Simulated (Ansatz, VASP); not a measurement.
# Te2Mo: VASP beside Ansatz

POSCAR

```
Te2Mo
1.0
    3.5194545161      0.0000000000      0.0000000000
   -1.7597272580      3.0479370184      0.0000000000
    0.0000000000      0.0000000000      7.2144528824
Mo Te
1 2
Direct
    0.0000000000      0.0000000000      0.0000000000
    0.3333333333      0.6666666667      0.2534156080
    0.6666666667      0.3333333333      0.7465843920
```

The input INCAR.step1:

```
SYSTEM = Te2Mo
PREC = Accurate ; ENCUT = 400
EDIFF = 1E-5 ; ISMEAR = -1
SIGMA = 0.02 ; LREAL = .FALSE.
LASPH = .TRUE. ; NELM = 120
ALGO = Normal ; ISIF = 2
LWAVE = .TRUE. ; LCHARG = .FALSE.
GGA = PE ; NBANDS = 20
GGA_COMPAT = .FALSE.
```

Contents of INCAR.step2:

```
SYSTEM = Te2Mo
PREC = Accurate ; ENCUT = 400
EDIFF = 1E-6 ; ISMEAR = -1
SIGMA = 0.02 ; LREAL = .FALSE.
LASPH = .TRUE. ; NELM = 120
ALGO = Normal ; ISIF = 2
LWAVE = .FALSE. ; LCHARG = .FALSE.
GGA = PE ; LHFCALC = .TRUE.
AEXX = 0.4 ; HFSCREEN = 0.2078
PRECFOCK = Normal ; ISTART = 1
NBANDS = 20 ; GGA_COMPAT = .FALSE.
```

KPOINTS

```
regular mesh
0
G
  6 6 2
  0 0 0
```

Input for Ansatz:

```yaml
crystal:
  lattice:
    - [3.5194545161, 0.0, 0.0]
    - [-1.759727258, 3.0479370184, 0.0]
    - [0.0, 0.0, 7.2144528824]
  atoms:
    - { symbol: Mo, position: [0.0, 0.0, 0.0] }
    - { symbol: Te, position: [0.3333333333, 0.6666666667, 0.253415608] }
    - { symbol: Te, position: [0.6666666667, 0.3333333333, 0.746584392] }
kpoints:
  mp_grid: { grid: [6, 6, 2] }
hamiltonian:
  xc:
    exchange: pbe
    correlation: pbe
    exx: { coeff: 0.4, omega: 0.2078 }
scf:
  occupations: { method: fermi_dirac, width: 0.02 }
  n_extra_bands: 4
output:
  forces: true
  stress: true
  eigenvalues: true
```

Alike in both runs: task single point; functional PBE-based screened hybrid with a share of 0.4 of exact exchange and HFSCREEN = 0.2078; k mesh 6 × 6 × 2; occupations fermi-dirac, width 0.02 eV; no spin polarisation.

|  | VASP | Ansatz |
| --- | --- | --- |
| version | VASP 6.6.1 | Ansatz 0.2.0 |
| potentials or method | VASP PAW PBE potentials, release 64 (Mo_sv, Te) | plane waves |
| plane-wave cutoff (eV) | 400 | 420 |
| valence electrons in the cell | 26 | 46 |

Ansatz gave:

| Property | Result |
| --- | --- |
| pressure (GPa) | -3.8 |
| traceless stress, the component that is largest in VASP (GPa) | 0.92 |
| rms of the force components (eV/Å) | 0.246 |

Q: Estimate VASP's values.

A: Pressure (GPa): -4.4; traceless stress, the component that is largest in VASP (GPa): 0.90; rms of the force components (eV/Å): 0.265.

VASP's potentials were made for PBE, not for PBE-based screened hybrid. Atom by atom the forces differ by 0.019 eV/Å (rms over components). With one functional, cell and mesh, what is left measures potentials, basis and numerics. VASP's potentials hold 26 valence electrons a cell and Ansatz's 46, so a difference there can come from the potentials and not from the codes. Ansatz's warnings: filled band counts differ across k points, stress exchange threshold loose, stress scf threshold loose.

The k mesh is coarse, so the values compare programs but aren't converged. Neither program's run includes spin-orbit coupling.
